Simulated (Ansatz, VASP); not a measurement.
**One calculation of Ta2Bi2O, two programs**

```
Ta Bi O
1.0
     4.32959    0.00000    0.00000
     0.00000    4.32959    0.00000
     0.00000    0.00000    6.33251
Ta Bi O
2 2 1
Direct
  0.50000 0.50000 0.50000
  0.00000 0.00000 0.50000
  0.00000 0.50000 0.00000
  0.50000 0.00000 0.00000
  0.00000 0.00000 0.00000
```

Alike in both runs: task relaxation of cell and atoms; functional PBE; k mesh 4 × 4 × 4; occupations gaussian, width 0.1 eV; no spin polarisation.

|  | VASP | Ansatz |
| --- | --- | --- |
| version | VASP 6.6.1 | Ansatz 0.2.0 |
| potentials or method | VASP PAW PBE potentials, release 64 (Ta_pv, Bi_d, O), cutoff 600 eV | scalar-relativistic, plane waves, PAW |
| valence electrons in the cell | 58 | 62 |

|  | VASP | Ansatz | Ansatz less VASP |
| --- | --- | --- | --- |
| gap on the k mesh at the Fermi level, each at its own relaxed structure (eV) | none | none | - |
| relaxed volume (Å³/atom) | 20.68 | 20.70 | +0.017 |
| relaxed cell length with the largest relative difference (Å) | 3.867 | 3.860 | -0.0068 |

A gap of «none» marks a metal or a gap that the smearing closes. VASP's potentials hold 58 valence electrons a cell and Ansatz's 62, so a difference there can come from the potentials and not from the codes.

The k mesh is coarse, so the values compare programs but aren't converged. Spin-orbit coupling is off throughout.
